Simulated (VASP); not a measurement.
# TaRe (Cmmm) in VASP: further runs, part 2 of 2

VASP 6.6.1.

## 4. Single point, LDA

This run uses another cell than the first one, of 15.63 Å³/atom, 1.020 times its volume.

Contents of INCAR:

```
PREC     = Accurate       # precision mode
ENCUT    = 520            # plane-wave cutoff, eV
EDIFF    = 1E-6           # SCF threshold, eV
ISMEAR   = 0              # smearing method
SIGMA    = 0.05           # smearing width, eV
LREAL    = False          # projectors in reciprocal space
LASPH    = True           # aspherical terms in the spheres
NELM     = 100            # most SCF steps
ALGO     = Normal         # electronic algorithm
ISIF     = 2              # what is computed and relaxed
LWAVE    = False          # write WAVECAR
LCHARG   = False          # write CHGCAR
GGA      = CA             # functional
NBANDS   = 16             # bands
```

Contents of KPOINTS:

```
regular mesh
0
Gamma
  8 8 5
```

Contents of POSCAR:

```
TaRe
1.0
    1.5759334842     -2.2600690609      0.0000000000
    1.5759334842      2.2600690609      0.0000000000
    0.0000000000      0.0000000000      4.3873072846
Ta Re
1 1
Direct
    0.5000000000      0.5000000000      0.5000000000
    0.0000000000      0.0000000000      0.0000000000
```

Potentials or basis: VASP PAW LDA potentials, release 64 (Ta_pv, Re).

The run is started by

```
$ cat potpaw_LDA.64/Ta_pv/POTCAR potpaw_LDA.64/Re/POTCAR > POTCAR
$ mpirun -np 1 vasp_std > vasp.out
```

OUTCAR:

```text
PREC = Accurate
   ENCUT = 520
   EDIFF = 1E-6
   ISMEAR = 0
   LREAL = False
   LASPH = True
   NELM = 100
   ISIF = 2
   GGA = CA

 ion  position               nearest neighbor table
   1  0.500  0.500  0.500-   2 2.70   2 2.70   2 2.70   2 2.70   2 3.15   2 3.15   2 3.15   2 3.15

   2  0.000  0.000  0.000-   1 2.70   1 2.70   1 2.70   1 2.70   1 3.15   1 3.15   1 3.15   1 3.15

  LATTYP: Found a base centered orthorhombic cell.
 ALAT       =     3.1518669684
 B/A-ratio  =     1.4341145001
 C/A-ratio  =     1.3919709584

  Lattice vectors:

 A1 = (   1.5759334842,  -2.2600690609,   0.0000000000)
 A2 = (   1.5759334842,   2.2600690609,   0.0000000000)
 A3 = (   0.0000000000,   0.0000000000,   4.3873072846)

Analysis of symmetry for initial positions (statically):
=====================================================================
 Subroutine PRICEL returns:
 Original cell was already a primitive cell.

 Routine SETGRP: Setting up the symmetry group for a
 base centered orthorhombic supercell.

 Subroutine GETGRP returns: Found  8 space group operations
 (whereof  8 operations were pure point group operations)
 out of a pool of  8 trial point group operations.
[... 157 lines left out ...]
  ext. energy  EPLUGINS =         0.00000000
  ---------------------------------------------------
  free energy    TOTEN  =       -26.97842047 eV

  energy without entropy =      -26.97703050  energy(sigma->0) =      -26.97772549

 E-fermi :   7.4545     XC(G=0): -13.5326

 val. band max:        7.4520867635   @ k =   0.0000   0.0000   0.4000
 cond. band min:       7.4854324997   @ k =   0.3750   0.2500   0.0000
 fundamental gap:      0.0333457362
 Fermi energy:         7.4544835524

 k-point     1 :       0.0000    0.0000    0.0000
  band No.  band energies     occupation
      1     -26.6239      2.00000
      2     -25.9728      2.00000
      3     -25.7347      2.00000
      4      -2.0368      2.00000
      5       1.2637      2.00000
      6       3.7048      2.00000
[... 433 lines left out ...]
      3     -25.8712      2.00000
      4       0.2408      2.00000
      5       2.7895      2.00000
      6       4.1024      2.00000
[... 8 lines left out ...]
     15      15.7651      0.00000
     16      18.4327      0.00000

 [... further k-points ...]
[... 5 lines left out ...]
  --------------------------------------------------------------------------------------
  -------------------------------------------------------------------------------------
  Total       -0.0559202      0.3643134      0.3611603      0.0000000      0.0000000      0.0000000
  in kB       -2.8667624     18.6766132     18.5149651      0.0000000      0.0000000      0.0000000
  external PRESSURE =      11.4416053 kB  Pullay stress =       0.0000000 kB

 VOLUME and BASIS-vectors are now :
 -----------------------------------------------------------------------------
  energy-cutoff  :      520.00
  volume of cell :       31.25
      direct lattice vectors                 reciprocal lattice vectors
     1.575933484 -2.260069061  0.000000000     0.317272274 -0.221232178  0.000000000
     1.575933484  2.260069061  0.000000000     0.317272274  0.221232178  0.000000000
     0.000000000  0.000000000  4.387307285     0.000000000  0.000000000  0.227930239

 POSITION                                       TOTAL-FORCE (eV/Angst)
 -----------------------------------------------------------------------------------
      1.57593      0.00000      2.19365        -0.000000      0.000000      0.000000
      0.00000      0.00000      0.00000         0.000000      0.000000      0.000000
 -----------------------------------------------------------------------------------
    total drift:                                0.000000      0.000000      0.000000

  FREE ENERGIE OF THE ION-ELECTRON SYSTEM (eV)
  ---------------------------------------------------
  free  energy   TOTEN  =       -26.9784204727 eV

  energy  without entropy=      -26.9770305005  energy(sigma->0) =      -26.97772549
```

stdout:

```text
POSCAR found type information on POSCAR TaRe
 POSCAR found :  2 types and       2 ions
 scaLAPACK will be used
 LDA part: xc-table for (Slater(with rela. corr.)+CA(PZ))
 , standard interpolation
 POSCAR, INCAR and KPOINTS ok, starting setup
 FFT: planning ... GRIDC
 FFT: planning ... GRID_SOFT
 FFT: planning ... GRID
 WAVECAR not read
 entering main loop
```

Run time: 19 s. Hardware: 1 thread of Intel Xeon Platinum 8488C (Sapphire Rapids), shared host; peak memory 0.15 GiB.

Results:

| Property | Result |
| --- | --- |
| Free energy | -26.9784 eV |
| Pressure | 1.1 GPa |
| Band gap on the k mesh | zero (band 9 reaches 9.84 eV, above the bottom of band 10 at 6.60 eV) |

Stress tensor (GPa, compression positive):
```
-0.29  0.00  0.00
 0.00  1.87  0.00
 0.00  0.00  1.85
```

Caveat: spin-orbit coupling is left out, which moves the levels of the heavy elements.

## 5. Single point, LDA

This run uses another cell than the first one, of 15.94 Å³/atom, 1.041 times its volume.

Contents of INCAR:

```
SYSTEM = TaRe
PREC = Accurate
ENCUT = 520
EDIFF = 1E-6
ISMEAR = 0
SIGMA = 0.05
LREAL = .False.
LASPH = .True.
NELM = 100
ALGO = Normal
ISIF = 2
LWAVE = .False.
LCHARG = .False.
GGA = CA
NBANDS = 16
```

Contents of KPOINTS:

```
regular mesh
0
Gamma
  8 8 5
  0 0 0
```

Contents of POSCAR:

```
TaRe
1.0
    1.5863704339     -2.2750368419      0.0000000000
    1.5863704339      2.2750368419      0.0000000000
    0.0000000000      0.0000000000      4.4163631465
Ta Re
1 1
Direct
    0.5000000000      0.5000000000      0.5000000000
    0.0000000000      0.0000000000      0.0000000000
```

The run is started by

```
$ cat potpaw_LDA.64/Ta_pv/POTCAR potpaw_LDA.64/Re/POTCAR > POTCAR
$ mpirun -np 1 vasp_std > vasp.out
```

Wall time 15 s (1 thread of Intel Xeon Platinum 8488C (Sapphire Rapids), shared host); peak memory 0.16 GiB.

The run converged. Its results:

```
Free energy            : -26.9714 eV
Pressure               : -4.8 GPa
Band gap on the k mesh : zero (band 9 reaches 9.56 eV, above the bottom of band 10 at 6.40 eV)
```

Stress tensor (GPa, compression positive):
```
-6.16  0.00  0.00
 0.00 -3.82  0.00
 0.00  0.00 -4.54
```

Levels at points of the mesh, in eV from the Fermi level:
```csv
k point,band 5,band 6,band 7,band 8,band 9,band 10,band 11,band 12,band 13,band 14
"(0.00, 0.00, 0.00)",-6.04,-3.64,-1.54,-1.25,-0.50,1.20,1.20,1.33,3.46,4.21
"(0.50, 0.00, 0.00)",-4.12,-3.42,-2.42,-2.33,-1.65,0.53,1.64,3.16,4.82,5.67
"(0.50, 0.50, 0.00)",-5.68,-5.58,-3.59,0.75,2.34,3.50,3.58,5.19,5.79,7.53
```

Caveat: spin-orbit coupling is left out, which moves the levels of the heavy elements.

## 6. Single point, LDA

This run uses another cell than the first one, of 15.94 Å³/atom, 1.041 times its volume.

Contents of INCAR:

```
SYSTEM = TaRe
PREC = Accurate
ENCUT = 500
EDIFF = 1E-6
ISMEAR = 0
SIGMA = 0.05
LREAL = .False.
LASPH = .True.
NELM = 120
ALGO = Normal
ISIF = 2
LWAVE = .False.
LCHARG = .False.
GGA = CA
NBANDS = 21
GGA_COMPAT = .False.
```

KPOINTS is that of step 5.

POSCAR is that of step 5.

Potentials or basis: VASP PAW LDA potentials, release 64 (Ta_sv_GW, Re_sv_GW).

The run is started by

```
$ cat potpaw_LDA.64/Ta_sv_GW/POTCAR potpaw_LDA.64/Re_sv_GW/POTCAR > POTCAR
$ mpirun -np 1 vasp_std > vasp.out
```

Run time: 37 s. Hardware: 1 thread of Intel Xeon Platinum 8259CL at 2.50GHz (Skylake/Cascade Lake), shared host; peak memory 0.17 GiB.

Results (log left out):

```
Free energy            : -31.0668 eV
Pressure               : -6.7 GPa
Band gap on the k mesh : zero (band 14 reaches 14.56 eV, above the bottom of band 15 at 11.40 eV)
```

Stress tensor (GPa, compression positive):
```
-8.04  0.00  0.00
 0.00 -5.78  0.00
 0.00  0.00 -6.24
```

Levels at points of the mesh, in eV from the Fermi level:
```
           k point  band 11  band 12  band 13  band 14  band 15  band 16  band 17  band 18
(0.00, 0.00, 0.00)    -3.63    -1.54    -1.24    -0.49     1.21     1.21     1.33     3.46
(0.50, 0.00, 0.00)    -3.41    -2.42    -2.32    -1.64     0.55     1.66     3.14     4.80
(0.50, 0.50, 0.00)    -5.57    -3.58     0.75     2.34     3.50     3.60     5.20     5.79
```

Caveat: spin-orbit coupling is left out, which moves the levels of the heavy elements.

## 7. Overview

| potentials or basis | cell | cutoff (eV) | second run | gap on the mesh (eV) | pressure (GPa) |
| --- | --- | --- | --- | --- | --- |
| VASP PAW LDA potentials, release 64 (Ta_pv, Re) | a = 2.737, b = 2.737, c = 4.358 Å, angles 90.0, 90.0, 110.2°, 2 atoms | 520 | - | none | 7.7 |
| VASP PAW LDA potentials, release 64 (Ta_pv, Re) | a = 2.755, b = 2.755, c = 4.387 Å, angles 90.0, 90.0, 110.2°, 2 atoms | 520 | - | none | 1.1 |
| VASP PAW LDA potentials, release 64 (Ta_pv, Re) | a = 2.774, b = 2.774, c = 4.416 Å, angles 90.0, 90.0, 110.2°, 2 atoms | 520 | - | none | -4.8 |
| VASP PAW LDA potentials, release 64 (Ta_sv_GW, Re_sv_GW) | a = 2.774, b = 2.774, c = 4.416 Å, angles 90.0, 90.0, 110.2°, 2 atoms | 500 | valence_matched | none | -6.7 |

Alike in all rows: task single point; level LDA; no spin polarisation; k mesh 8 × 8 × 5; smearing gaussian 0.05 eV.

Caveats: spin-orbit coupling is left out, which moves the levels of the heavy elements.

Total energies depend on the potentials used, so only differences within one code and one set of settings carry meaning.
